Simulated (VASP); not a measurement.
# Sn3Te (I4/mmm) in VASP: a series of runs, part 2 of 2

VASP 6.6.1. The steps go on from the part before.

**4. Single point, PBE**

INCAR reads:

```
SYSTEM = Sn3Te
PREC = Accurate
ENCUT = 520
EDIFF = 1E-7
ISMEAR = -1
SIGMA = 0.1
LREAL = .False.
LASPH = .True.
NELM = 60
ALGO = Normal
ISIF = 2
LWAVE = .False.
LCHARG = .True.
GGA = PE
LELF = .True.
LVHAR = .True.
NBANDS = 32
```

KPOINTS reads:

```
regular mesh
0
Gamma
  5 5 5
  0 0 0
```

POSCAR reads:

```
Sn3Te
1.0
   -2.3009040000      2.3009040000      5.5164940000
    2.3009040000     -2.3009040000      5.5164940000
    2.3009040000      2.3009040000     -5.5164940000
Sn Te
3 1
Direct
    0.7500000000      0.2500000000      0.5000000000
    0.2500000000      0.7500000000      0.5000000000
    0.5000000000      0.5000000000      0.0000000000
    0.0000000000      0.0000000000      0.0000000000
```

Potentials or basis: VASP PAW PBE potentials, release 64 (Sn_d, Te).

Launch:

```
$ cat potpaw_PBE.64/Sn_d/POTCAR potpaw_PBE.64/Te/POTCAR > POTCAR
$ mpirun -np 1 vasp_std > vasp.out
```

OUTCAR:

```text
SYSTEM = Sn3Te
   PREC = Accurate
   ENCUT = 520
   EDIFF = 1E-7
   ISMEAR = -1
   LREAL = .False.
   LASPH = .True.
   NELM = 60
   ISIF = 2
   GGA = PE

 ion  position               nearest neighbor table
   1  0.750  0.250  0.500-   2 3.25   2 3.25   2 3.25   2 3.25   4 3.59   3 3.59   4 3.59   4 3.59
                             3 3.59   3 3.59   4 3.59   3 3.59
   2  0.250  0.750  0.500-   1 3.25   1 3.25   1 3.25   1 3.25   4 3.59   3 3.59   4 3.59   3 3.59
                             4 3.59   4 3.59   3 3.59   3 3.59
   3  0.500  0.500  0.000-   4 3.25   4 3.25   4 3.25   4 3.25   2 3.59   1 3.59   2 3.59   1 3.59
                             2 3.59   2 3.59   1 3.59   1 3.59
   4  0.000  0.000  0.000-   3 3.25   3 3.25   3 3.25   3 3.25   2 3.59   1 3.59   2 3.59   2 3.59
                             1 3.59   1 3.59   2 3.59   1 3.59

  LATTYP: Found a body centered tetragonal cell.
 ALAT       =     4.6018080000
 C/A-ratio  =     2.3975333173

  Lattice vectors:

 A1 = (  -2.3009040000,   2.3009040000,   5.5164940000)
 A2 = (   2.3009040000,  -2.3009040000,   5.5164940000)
 A3 = (   2.3009040000,   2.3009040000,  -5.5164940000)

Analysis of symmetry for initial positions (statically):
=====================================================================
 Subroutine PRICEL returns:
 Original cell was already a primitive cell.

 Routine SETGRP: Setting up the symmetry group for a
 body centered tetragonal supercell.

 Subroutine GETGRP returns: Found 16 space group operations
 (whereof 16 operations were pure point group operations)
 out of a pool of 16 trial point group operations.

The static configuration has the point symmetry D_4h.

Analysis of symmetry for dynamics (positions and initial velocities):
=====================================================================
 Subroutine PRICEL returns:
 Original cell was already a primitive cell.

 Routine SETGRP: Setting up the symmetry group for a
[... 120 lines left out ...]
   IALGO  =     38    algorithm
   IMIX   =      4    mixing-type and parameters
     AMIX     =   0.40;   BMIX     =  1.00
     AMIX_MAG =   1.60;   BMIX_MAG =  1.00
  volume/ion in A,a.u.               =      29.21       197.09
  Fermi-wavevector in a.u.,A,eV,Ry     =   1.217069  2.299927 20.153724  1.481257
  Thomas-Fermi vector in A             =   2.352402
   LORBIT       =      0    0 simple, 1 ext, 2 COOP (PROOUT), +10 PAW based schemes
   GGA     = PE    functional components
   LHFCALC =     F    Hartree Fock is set to
   AEXX    =    0.0000 exact exchange contribution
   IVDW    =     0    specifies the selected vdW correction
   LEPSILON=     F    determine dielectric tensor
   LRPA    =     F    only Hartree local field effects (RPA)
 non-spin polarized calculation
  energy-cutoff  :      520.00
  volume of cell :      116.82
 maximum number of plane-waves:      3180
   NGX = 23   NGY = 23   NGZ = 23

 number of electron      47.9999996 magnetization

 Free energy of the ion-electron system (eV)
  ---------------------------------------------------
  ext. energy  EPLUGINS =         0.00000000
  ---------------------------------------------------
  free energy    TOTEN  =       -14.50906464 eV

  energy without entropy =      -14.43748655  energy(sigma->0) =      -14.47327560

 E-fermi :   7.4227     XC(G=0):  -9.9938

 val. band max:        7.3976921362   @ k =  -0.2000   0.2000   0.0000
 cond. band min:       7.4301071294   @ k =  -0.2000  -0.2000   0.2000
 fundamental gap:      0.0324149931
 Fermi energy:         7.4227217868

 k-point     1 :       0.0000    0.0000    0.0000
  band No.  band energies     occupation
      1     -14.2581      2.00000
      2     -14.2391      2.00000
      3     -14.1857      2.00000
      4     -14.1857      2.00000
      5     -14.1846      2.00000
      6     -14.1800      2.00000
[... 619 lines left out ...]
     31      11.9589      0.00000
     32      12.3224      0.00000

------------------------ aborting loop because EDIFF is reached ----------------------------------------

  FORCE on cell =-STRESS in cart. coord.  units (eV):
  Direction    XX          YY          ZZ          XY          YZ          ZX
  --------------------------------------------------------------------------------------
  -------------------------------------------------------------------------------------
  Total       -0.4373382     -0.4373382     -0.4193631      0.0000000      0.0000000      0.0000000
  in kB       -5.9980190     -5.9980190     -5.7514944      0.0000000      0.0000000      0.0000000
  external PRESSURE =      -5.9158441 kB  Pullay stress =       0.0000000 kB

 VOLUME and BASIS-vectors are now :
 -----------------------------------------------------------------------------
  energy-cutoff  :      520.00
  volume of cell :      116.82
      direct lattice vectors                 reciprocal lattice vectors
    -2.300904000  2.300904000  5.516494000     0.000000000  0.217305894  0.090637278
     2.300904000 -2.300904000  5.516494000     0.217305894  0.000000000  0.090637278
     2.300904000  2.300904000 -5.516494000     0.217305894  0.217305894  0.000000000

 POSITION                                       TOTAL-FORCE (eV/Angst)
 -----------------------------------------------------------------------------------
      0.00000      2.30090      2.75825        -0.000000      0.000000     -0.000000
      2.30090      0.00000      2.75825         0.000000     -0.000000      0.000000
      0.00000      0.00000      5.51649        -0.000000     -0.000000     -0.000000
      0.00000      0.00000      0.00000        -0.000000     -0.000000     -0.000000
 -----------------------------------------------------------------------------------
    total drift:                                0.000000     -0.000000      0.000000

  FREE ENERGIE OF THE ION-ELECTRON SYSTEM (eV)
  ---------------------------------------------------
  free  energy   TOTEN  =       -14.5090646370 eV

  energy  without entropy=      -14.4374865549  energy(sigma->0) =      -14.47327560
```

stdout:

```text
POSCAR found type information on POSCAR SnTe
 POSCAR found :  2 types and       4 ions
 scaLAPACK will be used
 LDA part: xc-table for (Slater+PW92), standard interpolation
 POSCAR, INCAR and KPOINTS ok, starting setup
 FFT: planning ... GRIDC
 FFT: planning ... GRID_SOFT
 FFT: planning ... GRID
 WAVECAR not read
 entering main loop
```

Wall time 62 s (1 thread of Intel Xeon Platinum 8488C (Sapphire Rapids), shared host); peak memory 0.34 GiB.

What came out:

```
Free energy            : -14.5091 eV
Pressure               : -0.6 GPa
Band gap on the k mesh : zero (band 24 reaches 7.69 eV, above the bottom of band 25 at 7.15 eV)
```

Caveat: the k points lie up to 0.39 Å⁻¹ apart; spin-orbit coupling is left out, which moves the levels of the heavy elements.

**5. Single point, PBE**

INCAR reads:

```
SYSTEM = Sn3Te
ALGO = Normal
EDIFF = 1E-6
ENCUT = 520
GGA = PE
ISIF = 2
ISMEAR = -1
LASPH = .True.
LCHARG = .False.
LREAL = .False.
LWAVE = .False.
NBANDS = 32
NELM = 80
PREC = Accurate
SIGMA = 0.1
```

KPOINTS reads:

```
k-points
0
Gamma
  7 7 7
  0 0 0
```

POSCAR is that of step 4.

Launch:

```
$ cat potpaw_PBE.64/Sn_d/POTCAR potpaw_PBE.64/Te/POTCAR > POTCAR
$ mpirun -np 1 vasp_std > vasp.out
```

Run time: 2 min. Hardware: 1 thread of Intel Xeon Platinum 8488C (Sapphire Rapids), shared host; peak memory 0.38 GiB.

The run converged. Its results:

| Quantity | Value |
| --- | --- |
| Free energy | -14.4962 eV |
| Pressure | -0.3 GPa |
| Band gap on the k mesh | zero (band 24 reaches 8.05 eV, above the bottom of band 25 at 7.14 eV) |

Stress tensor (GPa, compression positive):
```
-0.17  0.00  0.00
 0.00 -0.17  0.00
 0.00  0.00 -0.56
```

Levels at points of the mesh, in eV from the Fermi level:
```
           k point  band 22  band 23  band 24  band 25  band 26  band 27
(0.00, 0.00, 0.00)    -3.10    -1.62    -1.62    -0.36     0.40     2.64
```

Caveat: spin-orbit coupling is left out, which moves the levels of the heavy elements.

**6. Overview**

```csv
k mesh,gap on the mesh (eV),pressure (GPa)
2 × 2 × 2,none,-0.5
4 × 4 × 4,none,-0.4
5 × 5 × 5,none,-0.6
7 × 7 × 7,none,-0.3
```

Alike in all rows: task single point; level PBE; potentials or basis VASP PAW PBE potentials, release 64 (Sn_d, Te); no spin polarisation; cell as given; cutoff (eV) 520; smearing fermi-dirac 0.1 eV.

Caveats: some runs use coarse meshes; spin-orbit coupling is left out, which moves the levels of the heavy elements.

Absolute energies hang on the potentials; compare differences alone.
